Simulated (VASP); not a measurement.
**SiC5: single point with PBE**

The system is SiC5.

```
Si C
1.0
     3.59615    0.00000    0.00000
    -1.79807    3.11436    0.00000
     0.00000    0.00000    8.19457
Si C
1 5
Direct
  0.00000 0.00000 0.50000
  0.33333 0.66667 0.50000
  0.00000 0.77479 0.00000
  0.77479 0.00000 0.00000
  0.22521 0.22521 0.00000
  0.66667 0.33333 0.50000
```

The cell was built from a structure type or drawn by symmetry, and may not be a known phase.

| Item | Value |
| --- | --- |
| Program | VASP 6.6.1 |
| Task | single point |
| Functional | PBE |
| Potentials or basis | VASP PAW PBE potentials, release 64 (Si, C) |
| Cutoff | 520 eV |
| k mesh | 12 × 12 × 6 |
| Occupations | gaussian, width 0.1 eV |
| Spin | no spin polarisation |
| Dipole correction | no |
| Further INCAR settings | ALGO = Normal; EDIFF = 1e-06; NBANDS = 21 |

The pressure is 0.2 GPa. The largest force is 0.185 eV/Å. The band gap on the k mesh is zero (bands 12 and 13 overlap by 1.44 eV).

Forces on the atoms (eV/Å):
```
Si   0.000  0.000  0.000
C    0.000  0.000  0.000
C    0.092 -0.160  0.000
C   -0.185  0.000  0.000
C    0.092  0.160  0.000
C    0.000  0.000  0.000
```

Stress tensor (GPa, compression positive):
```
0.37 0.00 0.00
0.00 0.37 0.00
0.00 0.00 0.00
```

Levels at points of the mesh, in eV from the Fermi level:
```csv
k point,band 9,band 10,band 11,band 12,band 13,band 14,band 15,band 16
"(0.00, 0.00, 0.00)",-4.38,-4.27,-2.33,-2.33,-0.84,-0.84,0.63,2.77
"(0.50, 0.00, 0.00)",-3.92,-2.18,-1.22,0.40,0.89,1.38,2.88,3.49
"(0.00, 0.00, 0.50)",-4.38,-4.27,-2.33,-2.33,-0.84,-0.84,0.71,2.77
"(0.50, 0.00, 0.50)",-3.93,-2.14,-1.27,0.40,0.89,1.26,2.84,3.49
```

Wall time 2.3 min on 1 thread of AMD EPYC 9R14 (Zen 4), on a shared host, peak memory 0.24 GiB.
